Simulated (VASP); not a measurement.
Here is a VASP 6.6.1 calculation.

The input INCAR:

```
SYSTEM = Ir
PREC = Accurate
ENCUT = 500
EDIFF = 1E-7
ISMEAR = 1
SIGMA = 0.0283
LREAL = .FALSE.
LASPH = .TRUE.
NELM = 200
ALGO = Normal
ISIF = 3
LWAVE = .FALSE.
LCHARG = .FALSE.
LMAXMIX = 4
LDAU = .TRUE.
LDAUTYPE = 2
LDAUL = 2
LDAUU = 1
LDAUJ = 0
LDAUPRINT = 1
GGA = PE
IBRION = 2
NSW = 60
EDIFFG = -0.001
GGA_COMPAT = .FALSE.
NELMIN = 4
```

Contents of KPOINTS:

```
Automatic mesh
0
G
  8 8 8
  0 0 0
```

Contents of POSCAR:

```
Ir
1.0
    0.0000000000      1.9379170000      1.9379170000
    1.9379170000      0.0000000000      1.9379170000
    1.9379170000      1.9379170000      0.0000000000
Ir
1
Direct
    0.0000000000      0.0000000000      0.0000000000
```

Potentials or basis: VASP PAW PBE potentials, release 64 (Ir).

Launch:

```console
$ cat potpaw_PBE.64/Ir/POTCAR > POTCAR
$ mpirun -np 1 vasp_std > vasp.out
```

Task: Predict the space group after relaxing (to 0.05 Å).

Result: Fm-3m (No. 225).

Task: Predict the relaxed volume.

Result: 14.43 Å³/atom.

Eigenvalues of the final occupation matrices:
```csv
site,spin,trace,eigenvalues
site 1 d,1,3.54,0.66 0.66 0.66 0.78 0.78
site 1 d,2,3.54,0.66 0.66 0.66 0.78 0.78
```

Caveat: spin-orbit coupling is left out, which moves the levels of the heavy elements; U without spin polarisation on a metal has little footing; the U is typed as a test and isn't derived for this compound.
